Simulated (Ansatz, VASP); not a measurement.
# One calculation of C, two programs

```
C
1.0
     1.20852    0.69774    3.22814
    -1.20852    0.69774    3.22814
     0.00000   -1.39548    3.22814
C
2
Direct
  0.15031 0.18286 0.16658
  0.84969 0.81714 0.83342
```

Change from the starting cell: mode 5 frozen in at -0.040 Å, equal normal strain along x, y and z -0.0167.

Alike in both runs: task single point; functional PBEsol; dispersion D3(BJ); k mesh 15 × 15 × 15; occupations gaussian, width 0.05 eV; no spin polarisation.

```csv
,VASP,Ansatz
version,VASP 6.6.1,Ansatz 0.2.0
potentials or method,"VASP PAW PBE potentials, release 64 (C), cutoff 520 eV","scalar-relativistic, plane waves, PAW"
valence electrons in the cell,8,8
```

|  | VASP | Ansatz | Ansatz less VASP |
| --- | --- | --- | --- |
| gap on the k mesh at the Fermi level (eV) | 0.12 | 0.12 | +0.001 |
| least direct gap on the mesh (eV) | 0.25 | 0.25 | 0.000 |
| pressure (GPa) | 21.1 | 20.3 | -0.76 |
| traceless stress, the component that is largest in VASP (GPa) | -20.34 | -19.48 | +0.857 |
| rms of the force components (eV/Å) | 2.855 | 2.851 | -0.0040 |

VASP's potentials were made for PBE, not for PBEsol, and Ansatz warns of the same on its side. Atom by atom the forces differ by 0.004 eV/Å (rms over components).
